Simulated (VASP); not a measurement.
Runs of VASP 6.6.1 on Ta. The structure is that of space group Pm-3m (No. 221), or close to it. The cells are those of the table. 

| task | cell | k mesh | cutoff (eV) | gap on the mesh (eV) | pressure (GPa) | relaxed volume (Å³/atom) |
| --- | --- | --- | --- | --- | --- | --- |
| single point | a = 2.746 Å, 1 atom | 20 × 20 × 20 | 520 | none | 0.1 | - |
| single point | a = 2.758, b = 2.758, c = 2.744 Å, 1 atom | 6 × 6 × 6 | 520 | none | -0.1 | - |
| relaxation of cell and atoms | relaxed from a = 2.753 Å, 1 atom | 20 × 20 × 20 | 600 | none | 0.0 | 20.72 |
| relaxation of cell and atoms | relaxed from a = 2.728, b = 2.728, c = 2.803 Å, 1 atom | 6 × 6 × 6 | 600 | none | -0.1 | (a) |

Alike in all rows: level PBE; potentials or basis VASP PAW PBE potentials, release 64 (Ta_pv); no spin polarisation; smearing gaussian 0.1 eV.

Estimate the missing entries.

(a) 20.89.

Caveats: some runs use coarse meshes; spin-orbit coupling is left out, which moves the levels of the heavy elements.

A k mesh can miss the band edges, and the runs leave out spin-orbit coupling on Ta.

A gap of «none» marks levels without a gap at the run's occupations.
